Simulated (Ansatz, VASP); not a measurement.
**Two plane-wave programs on W2N**

```
CELL_PARAMETERS angstrom
-1.84434 1.84434 3.02490
1.84434 -1.84434 3.02490
1.84434 1.84434 -3.02490
ATOMIC_POSITIONS crystal
W 0.59300 0.59300 0.00000
W 0.40700 0.40700 0.00000
N 0.00000 0.00000 0.00000
```

Alike in both runs: task relaxation of cell and atoms; functional PBE; k mesh 6 × 6 × 6; occupations gaussian, width 0.1 eV; no spin polarisation.

|  | VASP | Ansatz |
| --- | --- | --- |
| version | VASP 6.6.1 | Ansatz 0.2.0 |
| potentials or method | VASP PAW PBE potentials, release 64 (W_sv, N), cutoff 600 eV | scalar-relativistic, plane waves, PAW |
| valence electrons in the cell | 33 | 33 |

```csv
,VASP,Ansatz,Ansatz less VASP
"gap on the k mesh at the Fermi level, each at its own relaxed structure (eV)",none,none,-
relaxed volume (Å³/atom),12.01,12.09,+0.080
relaxed cell length with the largest relative difference (Å),5.189,5.250,+0.0602
```

A gap of «none» marks a metal or a gap that the smearing closes.

The k mesh is coarse, so the values compare programs but aren't converged. Spin-orbit coupling is off throughout.
